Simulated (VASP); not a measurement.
A run of VASP 6.6.1 is set up as follows.

The input POSCAR:

```
Ga4TeN3
1.0
    8.9962420000      0.0000000000      0.0000000000
    0.0000000000      4.4981210000      0.0000000000
    0.0000000000      0.0000000000      4.4981210000
Ga N Te
8 6 2
Direct
    0.9939800000      0.0127950000      0.9972250000
    0.5052510000      0.0346470000      0.9997130000
    0.2538470000      0.4908150000      0.0147490000
    0.7542860000      0.5071560000      0.9937230000
    0.2464330000      0.0233240000      0.4976360000
    0.7443650000      0.9757970000      0.5173960000
    0.0199530000      0.4905610000      0.4805980000
    0.4931010000      0.4918800000      0.4949410000
    0.1185680000      0.2614360000      0.2705960000
    0.8599000000      0.7576930000      0.2562710000
    0.3658970000      0.2430200000      0.7540260000
    0.8775490000      0.2514060000      0.7293750000
    0.1297080000      0.7417780000      0.7485850000
    0.6299080000      0.7512990000      0.7309600000
    0.6393370000      0.2689470000      0.2576690000
    0.3889800000      0.7618840000      0.2348480000
```

INCAR.step1

```
ALGO     = Normal         # electronic algorithm
EDIFF    = 1E-5           # SCF threshold, eV
ENCUT    = 520            # plane-wave cutoff, eV
GGA      = PE             # functional
ISIF     = 2              # what is computed and relaxed
ISMEAR   = -1             # smearing method
ISPIN    = 2              # spin polarisation
ISYM     = 0            
LASPH    = True           # aspherical terms in the spheres
LORBIT   = 11             # projections on sites
LREAL    = Auto         
LUSENCCL = False        
LWAVE    = True           # write WAVECAR
MAGMOM   = 0 0.125 0.125 0.125 0.125 0.125 0 0.125 0 0 0 0 0 0 0.125 0.125 # initial moments
NBANDS   = 91             # bands
NELECT   = 145.0        
NELM     = 150            # most SCF steps
PREC     = Accurate       # precision mode
SIGMA    = 0.05           # smearing width, eV
```

INCAR.step2

```
AEXX     = 0.25           # exact-exchange fraction
ALGO     = Normal         # electronic algorithm
EDIFF    = 1E-6           # SCF threshold, eV
ENCUT    = 520            # plane-wave cutoff, eV
GGA      = PE             # functional
ISIF     = 2              # what is computed and relaxed
ISMEAR   = -1             # smearing method
ISPIN    = 2              # spin polarisation
ISTART   = 1            
ISYM     = 0            
LASPH    = True           # aspherical terms in the spheres
LCHARG   = True           # write CHGCAR
LELF     = True           # ELF
LHFCALC  = True           # exact exchange
LORBIT   = 11             # projections on sites
LREAL    = Auto         
LUSENCCL = False        
LVHAR    = True         
LWAVE    = False          # write WAVECAR
MAGMOM   = 0 0.125 0.125 0.125 0.125 0.125 0 0.125 0 0 0 0 0 0 0.125 0.125 # initial moments
NBANDS   = 91             # bands
NELECT   = 145.0        
NELM     = 150            # most SCF steps
PREC     = Accurate       # precision mode
PRECFOCK = Fast         
SIGMA    = 0.05           # smearing width, eV
```

KPOINTS

```
Automatic mesh
0
Gamma
  1 1 1
  0.25 0.25 0.25
```

Potentials or basis: VASP PAW PBE potentials, release 64 (Ga_d, N, Te).

Launch:

```sh
$ cat potpaw_PBE.64/Ga_d/POTCAR potpaw_PBE.64/N/POTCAR potpaw_PBE.64/Te/POTCAR > POTCAR
$ cp INCAR.step1 INCAR
$ mpirun -np 1 vasp_std > vasp.out
$ cp INCAR.step2 INCAR
$ mpirun -np 1 vasp_std > vasp.out
```

Task: Estimate the largest force.

Result: 21.330 eV/Å.

Task: Predict the site moments.

Result: Ga +0.00, +0.11, +0.04, +0.03, +0.01; N +0.00, +0.01, +0.03, +0.02, +0.04; Te +0.05, +0.07 μB.

Task: Estimate the net moment.

Result: 1.00 μB per cell.

Forces on the atoms (eV/Å):
```
Ga    0.067  -1.180   0.100
Ga    0.649   2.258 -19.458
Ga  -10.322  -8.666  -8.028
Ga   12.044  11.633 -13.214
Ga   -6.455   3.709   5.702
Ga    9.765  -6.779   6.530
Ga   -5.632   4.574   4.094
Ga   -1.517  -3.179  20.235
N     3.212  -3.661  -5.027
N     3.435  -0.360  -1.099
N     1.455   1.013  -0.063
N    -0.056   0.332   0.940
N    -0.244   0.850   0.573
N    -2.862  -1.829   3.076
Te    2.736  -2.472   4.213
Te   -6.275   3.757   1.427
```

Caveat: the k points lie up to 1.40 Å⁻¹ apart; the cell carries a net charge on a neutralising background, which shifts energy and pressure; the PAW data sets were made with another functional, which shifts forces and pressure a little.
